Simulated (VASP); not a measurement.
Input of a VASP 6.6.1 run:

The input INCAR:

```
SYSTEM = LaF5
PREC = Accurate ; ENCUT = 600
EDIFF = 1E-6 ; ISMEAR = 0
SIGMA = 0.1 ; LREAL = .FALSE.
LASPH = .TRUE. ; NELM = 60
ALGO = Normal ; ISIF = 3
LWAVE = .FALSE. ; LCHARG = .FALSE.
GGA = PE ; IBRION = 2
NSW = 90 ; EDIFFG = -0.04
```

The input KPOINTS:

```
Automatic mesh
0
G
  4 4 4
  0 0 0
```

File POSCAR:

```
LaF5
1.0
    0.0000000000      3.5082681400      3.5082681400
    3.5082681400      0.0000000000      3.5082681400
    3.5082681400      3.5082681400      0.0000000000
La F
1 5
Direct
    0.0000000000      0.0000000000      0.0000000000
    0.1250000000      0.6250000000      0.6250000000
    0.6250000000      0.6250000000      0.6250000000
    0.6250000000      0.1250000000      0.6250000000
    0.6250000000      0.6250000000      0.1250000000
    0.2500000000      0.2500000000      0.2500000000
```

Potentials or basis: VASP PAW PBE potentials, release 64 (La, F).

Run with:

```bash
$ cat potpaw_PBE.64/La/POTCAR potpaw_PBE.64/F/POTCAR > POTCAR
$ mpirun -np 1 vasp_std > vasp.out
```

Predict the relaxed volume.

11.43 Å³/atom.

What does it give for the relaxed cell?

a = 4.595 Å, b = 4.595 Å, c = 4.595 Å, α = 60.00°, β = 60.00°, γ = 60.00°.

Estimate the space group after relaxing (to 0.05 Å).

F-43m (No. 216).

Step by step:
```
step  energy change (eV)  largest force (eV/Å)  pressure (GPa)  volume (Å³)
   1              0.0000                0.2746          -13.53        86.36
   2             -0.8899                0.0293           -4.28        72.04
   3             -0.9332                0.1422           -0.37        69.05
   4             -0.9332                0.1560            0.17        68.73
   5             -0.9357                0.0148            0.25        68.60
```

Caveat: the k points lie up to 0.42 Å⁻¹ apart in the final cell; the volume moved by over 15 % at a fixed basis, so the end points are rough.
